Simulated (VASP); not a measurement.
# GaP (F-43m) in VASP: further runs, part 2 of 2

VASP 6.6.1.

### 3 Single point, PBE

INCAR reads:

```
SYSTEM = GaP
ALGO = Normal
EDIFF = 1E-6
ENCUT = 520
GGA = PE
ISIF = 2
ISMEAR = 0
LASPH = .True.
LCHARG = .False.
LREAL = .False.
LWAVE = .False.
NBANDS = 16
NELM = 80
PREC = Accurate
SIGMA = 0.01
```

KPOINTS reads:

```
k-points
0
Gamma
  6 6 6
  0 0 0
```

POSCAR reads:

```
GaP
1.0
    0.0000000000      2.7254096970      2.7254096970
    2.7254096970      0.0000000000      2.7254096970
    2.7254096970      2.7254096970      0.0000000000
Ga P
1 1
Direct
    0.0000000000      0.0000000000      0.0000000000
    0.2500000000      0.2500000000      0.2500000000
```

Potentials or basis: VASP PAW PBE potentials, release 64 (Ga_d, P).

The run is started by

```bash
$ cat potpaw_PBE.64/Ga_d/POTCAR potpaw_PBE.64/P/POTCAR > POTCAR
$ mpirun -np 1 vasp_std > vasp.out
```

OUTCAR:

```text
SYSTEM = GaP
   EDIFF = 1E-6
   ENCUT = 520
   GGA = PE
   ISIF = 2
   ISMEAR = 0
   LASPH = .True.
   LREAL = .False.
   NELM = 80
   PREC = Accurate

 ion  position               nearest neighbor table
   1  0.000  0.000  0.000-   2 2.36   2 2.36   2 2.36   2 2.36
   2  0.250  0.250  0.250-   1 2.36   1 2.36   1 2.36   1 2.36

  LATTYP: Found a face centered cubic cell.
 ALAT       =     5.4508193940

  Lattice vectors:

 A1 = (   0.0000000000,   2.7254096970,   2.7254096970)
 A2 = (   2.7254096970,   0.0000000000,   2.7254096970)
 A3 = (   2.7254096970,   2.7254096970,   0.0000000000)

Analysis of symmetry for initial positions (statically):
=====================================================================
 Subroutine PRICEL returns:
 Original cell was already a primitive cell.

 Routine SETGRP: Setting up the symmetry group for a
 face centered cubic supercell.

 Subroutine GETGRP returns: Found 24 space group operations
 (whereof 24 operations were pure point group operations)
 out of a pool of 48 trial point group operations.

The static configuration has the point symmetry T_d .

Analysis of symmetry for dynamics (positions and initial velocities):
=====================================================================
 Subroutine PRICEL returns:
 Original cell was already a primitive cell.

 Routine SETGRP: Setting up the symmetry group for a
 face centered cubic supercell.

 Subroutine GETGRP returns: Found 24 space group operations
 (whereof 24 operations were pure point group operations)
 out of a pool of 48 trial point group operations.

The dynamic configuration has the point symmetry T_d .

 Subroutine INISYM returns: Found 24 space group operations
 (whereof 24 operations are pure point group operations),
 and found     1 'primitive' translations

----------------------------------------------------------------------------------------

[... 102 lines left out ...]
     AMIX     =   0.40;   BMIX     =  1.00
     AMIX_MAG =   1.60;   BMIX_MAG =  1.00
  volume/ion in A,a.u.               =      20.24       136.61
  Fermi-wavevector in a.u.,A,eV,Ry     =   1.249464  2.361145 21.240887  1.561161
  Thomas-Fermi vector in A             =   2.383504
   LORBIT       =      0    0 simple, 1 ext, 2 COOP (PROOUT), +10 PAW based schemes
   GGA     = PE    functional components
   LHFCALC =     F    Hartree Fock is set to
   AEXX    =    0.0000 exact exchange contribution
   IVDW    =     0    specifies the selected vdW correction
   LEPSILON=     F    determine dielectric tensor
   LRPA    =     F    only Hartree local field effects (RPA)
 non-spin polarized calculation
 Gauss-broadening in eV      SIGMA  =   0.01
  energy-cutoff  :      520.00
  volume of cell :       40.49
 maximum number of plane-waves:      1113
 NGX is ok and might be reduce to    30
   NGX = 15   NGY = 15   NGZ = 15

 number of electron      17.9999989 magnetization

 Free energy of the ion-electron system (eV)
  ---------------------------------------------------
  ext. energy  EPLUGINS =         0.00000000
  ---------------------------------------------------
  free energy    TOTEN  =        -9.10247808 eV

  energy without entropy =       -9.10247808  energy(sigma->0) =       -9.10247808

 E-fermi :   4.7644     XC(G=0):  -9.8293

 val. band max:        4.6569114163   @ k =   0.0000   0.0000   0.0000
 cond. band min:       6.3083183949   @ k =   0.5000   0.5000   0.0000
 fundamental gap:      1.6514069786
 Fermi energy:         4.7643757425

 k-point     1 :       0.0000    0.0000    0.0000
  band No.  band energies     occupation
      1      -9.9006      2.00000
      2      -9.9006      2.00000
      3      -9.9006      2.00000
      4      -9.8012      2.00000
      5      -9.8012      2.00000
      6      -7.8347      2.00000
[... 281 lines left out ...]
      3      -9.8406      2.00000
      4      -9.8217      2.00000
      5      -9.7880      2.00000
      6      -4.7999      2.00000
[... 8 lines left out ...]
     15      16.5602      0.00000
     16      18.2628      0.00000

------------------------ aborting loop because EDIFF is reached ----------------------------------------

  FORCE on cell =-STRESS in cart. coord.  units (eV):
  Direction    XX          YY          ZZ          XY          YZ          ZX
  --------------------------------------------------------------------------------------
  -------------------------------------------------------------------------------------
  Total        0.6144922      0.6144922      0.6144922      0.0000000      0.0000000     -0.0000000
  in kB       24.3165289     24.3165289     24.3165289      0.0000000      0.0000000     -0.0000000
  external PRESSURE =      24.3165289 kB  Pullay stress =       0.0000000 kB

 VOLUME and BASIS-vectors are now :
 -----------------------------------------------------------------------------
  energy-cutoff  :      520.00
  volume of cell :       40.49
      direct lattice vectors                 reciprocal lattice vectors
     0.000000000  2.725409697  2.725409697    -0.183458656  0.183458656  0.183458656
     2.725409697  0.000000000  2.725409697     0.183458656 -0.183458656  0.183458656
     2.725409697  2.725409697  0.000000000     0.183458656  0.183458656 -0.183458656

 POSITION                                       TOTAL-FORCE (eV/Angst)
 -----------------------------------------------------------------------------------
      0.00000      0.00000      0.00000         0.000000      0.000000      0.000000
      1.36270      1.36270      1.36270        -0.000000     -0.000000     -0.000000
 -----------------------------------------------------------------------------------
    total drift:                                0.000002      0.000002      0.000002

  FREE ENERGIE OF THE ION-ELECTRON SYSTEM (eV)
  ---------------------------------------------------
  free  energy   TOTEN  =        -9.1024780809 eV

  energy  without entropy=       -9.1024780809  energy(sigma->0) =       -9.10247808
```

stdout:

```text
POSCAR found type information on POSCAR GaP
 POSCAR found :  2 types and       2 ions
 scaLAPACK will be used
 LDA part: xc-table for (Slater+PW92), standard interpolation
 POSCAR, INCAR and KPOINTS ok, starting setup
 FFT: planning ... GRIDC
 FFT: planning ... GRID_SOFT
 FFT: planning ... GRID
 WAVECAR not read
 entering main loop
```

Wall time 13 s (1 thread of AMD EPYC 7R43 (Zen 3), shared host); peak memory 0.13 GiB.

What came out:

| Quantity | Value |
| --- | --- |
| Free energy | -9.1025 eV |
| Pressure | 2.4 GPa |
| Band gap on the k mesh | 1.65 eV, indirect (least direct gap 1.82 eV) |

Levels at points of the mesh, in eV from the valence-band top:
```tsv
k point	band 7	band 8	band 9	band 10	band 11	band 12
(0.00, 0.00, 0.00)	0.00	0.00	0.00	1.82	3.89	3.89
(0.50, 0.00, 0.00)	-6.63	-1.12	-1.12	1.67	4.72	4.72
(0.50, 0.50, 0.00)	-6.76	-2.68	-2.68	1.65	1.82	10.59
```

A k mesh can miss the band edges. A hybrid or GW would open this gap; PBE tends to underestimate it.

### 4 Single point, r2SCAN

POSCAR is that of step 3.

INCAR.step1 reads:

```
PREC     = Accurate       # precision mode
ENCUT    = 520            # plane-wave cutoff, eV
ISMEAR   = 0              # smearing method
SIGMA    = 0.01           # smearing width, eV
LREAL    = F              # projectors in reciprocal space
LASPH    = T              # aspherical terms in the spheres
NELM     = 100            # most SCF steps
NBANDS   = 16             # bands
GGA      = PE             # functional
ALGO     = Normal         # electronic algorithm
EDIFF    = 1E-4           # SCF threshold, eV
LWAVE    = T              # write WAVECAR
LCHARG   = F              # write CHGCAR
```

INCAR.step2 reads:

```
PREC     = Accurate       # precision mode
ENCUT    = 520            # plane-wave cutoff, eV
EDIFF    = 1E-7           # SCF threshold, eV
ISMEAR   = 0              # smearing method
SIGMA    = 0.01           # smearing width, eV
LREAL    = F              # projectors in reciprocal space
LASPH    = T              # aspherical terms in the spheres
NELM     = 100            # most SCF steps
ALGO     = Normal         # electronic algorithm
ISIF     = 2              # what is computed and relaxed
LWAVE    = F              # write WAVECAR
LCHARG   = T              # write CHGCAR
METAGGA  = R2SCAN         # meta-GGA
LMIXTAU  = T            
LELF     = T              # ELF
LVHAR    = T            
NBANDS   = 16             # bands
ISTART   = 1
```

KPOINTS reads:

```
regular mesh
0
Gamma
  6 6 6
```

The run is started by

```bash
$ cat potpaw_PBE.64/Ga_d/POTCAR potpaw_PBE.64/P/POTCAR > POTCAR
$ cp INCAR.step1 INCAR
$ mpirun -np 1 vasp_std > vasp.out
$ cp INCAR.step2 INCAR
$ mpirun -np 1 vasp_std > vasp.out
```

Wall time 69 s (1 thread of AMD EPYC 7R43 (Zen 3), shared host); peak memory 0.13 GiB.

Results (log left out):

| Property | Result |
| --- | --- |
| Free energy | -21.4510 eV |
| Pressure | 0.0 GPa |
| Band gap on the k mesh | 1.91 eV, indirect (least direct gap 2.34 eV) |

Levels at points of the mesh, in eV from the valence-band top:
```
           k point  band 5  band 6  band 7  band 8  band 9  band 10  band 11  band 12  band 13  band 14
(0.00, 0.00, 0.00)  -14.88  -13.02    0.00    0.00    0.00     2.34     4.19     4.19     4.19     9.46
(0.50, 0.00, 0.00)  -14.87  -10.86   -6.85   -1.17   -1.17     2.04     5.05     5.05     8.83    11.64
(0.50, 0.50, 0.00)  -14.86   -9.92   -6.96   -2.80   -2.80     1.91     2.10    11.35    11.35    12.01
```

Caveat: the PAW data sets were made with another functional, which shifts forces and pressure a little. r2SCAN opens gaps a little over a GGA but as a rule still falls short of measured ones.

### 5 Single point, PBE

INCAR reads:

```
ALGO = Normal
EDIFF = 1E-7
ENCUT = 520
GGA = PE
ISIF = 2
ISMEAR = 0
LASPH = T
LCHARG = F
LREAL = F
LWAVE = F
NBANDS = 16
NELM = 80
PREC = Accurate
SIGMA = 0.01
```

KPOINTS reads:

```
k-points
0
Gamma
  8 8 8
```

POSCAR is that of step 4.

The run is started by

```bash
$ cat potpaw_PBE.64/Ga_d/POTCAR potpaw_PBE.64/P/POTCAR > POTCAR
$ mpirun -np 1 vasp_std > vasp.out
```

Wall time 25 s (1 thread of AMD EPYC 7R43 (Zen 3), shared host); peak memory 0.12 GiB.

Results (log left out):

* Free energy: -9.1162 eV
* Pressure: 2.5 GPa
* Band gap on the k mesh: 1.64 eV, indirect (least direct gap 1.82 eV)

Levels at points of the mesh, in eV from the valence-band top:
```
           k point  band 6  band 7  band 8  band 9  band 10  band 11  band 12  band 13
(0.00, 0.00, 0.00)  -12.49    0.00    0.00    0.00     1.83     3.89     3.89     3.89
(0.50, 0.00, 0.00)  -10.43   -6.63   -1.12   -1.12     1.67     4.72     4.72     8.29
(0.50, 0.50, 0.00)   -9.53   -6.75   -2.68   -2.68     1.66     1.82    10.60    10.60
```

### 6 Overview

```tsv
level	k mesh	gap on the mesh (eV)	pressure (GPa)
PBE	6 × 6 × 6	1.65	2.4
r2SCAN	6 × 6 × 6	1.91	0.0
PBE	8 × 8 × 8	1.64	2.5
```

Alike in all rows: task single point; potentials or basis VASP PAW PBE potentials, release 64 (Ga_d, P); no spin polarisation; cell as given; cutoff (eV) 520; smearing gaussian 0.01 eV.

On the cell as given the gap runs from 1.64 eV (PBE) to 1.91 eV (r2SCAN); the meshes differ, which moves gaps too. The pressure there spans 0.0 GPa (r2SCAN) to 2.5 GPa (PBE); a positive pressure means that this level wants a larger cell, a negative one a smaller.

Caveats: the PAW data sets were made with another functional, which shifts forces and pressure a little (some runs).

Absolute energies hang on the potentials; compare differences alone.
